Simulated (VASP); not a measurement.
A run of VASP 6.6.1:

Contents of POSCAR:

```
Fe2O3
1.0
    3.6929103041      0.0000000000      0.0000000000
    0.0000000000      3.6929103041      0.0000000000
    0.0000000000      0.0000000000      3.6929103041
Fe O
2 3
Direct
    0.5000000000      0.5000000000      0.5000000000
    0.0000000000      0.0000000000      0.0000000000
    0.5000000000      0.0000000000      0.0000000000
    0.0000000000      0.5000000000      0.0000000000
    0.0000000000      0.0000000000      0.5000000000
```

The input INCAR.step1:

```
PREC = Accurate ; ENCUT = 520
EDIFF = 1E-6 ; ISMEAR = 0
SIGMA = 0.1 ; LREAL = False
LASPH = True ; NELM = 150
ALGO = Normal ; ISIF = 2
LWAVE = False ; LCHARG = True
ISPIN = 2 ; MAGMOM = 4.04 2.54 0.27 0.27 0.27
LMAXMIX = 4 ; GGA = PE
NBANDS = 29
```

KPOINTS.step1

```
Automatic mesh
0
Gamma
  10 10 10
```

INCAR.step2

```
PREC = Accurate ; ENCUT = 520
EDIFF = 1E-6 ; ISMEAR = -5
SIGMA = 0.1 ; LREAL = False
LASPH = True ; NELM = 150
ALGO = Normal ; ISIF = 2
LWAVE = False ; LCHARG = False
ISPIN = 2 ; MAGMOM = 4.04 2.54 0.27 0.27 0.27
LORBIT = 11 ; LMAXMIX = 4
GGA = PE ; NBANDS = 29
NEDOS = 2001 ; ICHARG = 11
```

The input KPOINTS.step2:

```
Automatic mesh
0
Gamma
  15 15 15
```

Potentials or basis: VASP PAW PBE potentials, release 64 (Fe, O).

The run is started by

```bash
$ cat potpaw_PBE.64/Fe/POTCAR potpaw_PBE.64/O/POTCAR > POTCAR
$ cp INCAR.step1 INCAR
$ cp KPOINTS.step1 KPOINTS
$ mpirun -np 1 vasp_std > vasp.out
$ cp INCAR.step2 INCAR
$ cp KPOINTS.step2 KPOINTS
$ mpirun -np 1 vasp_std > vasp.out
```

Hardware: 1 thread of Intel(R) Xeon(R) Platinum 8259CL CPU @ 2.50GHz (Skylake/Cascade Lake), on a shared host.

**Question.** How long does it take, and how much memory?

**Answer.** It took 4.9 min on 1 thread of Intel(R) Xeon(R) Platinum 8259CL CPU @ 2.50GHz (Skylake/Cascade Lake), with other jobs on the host, peak memory 0.34 GiB. Counts: k points 120.
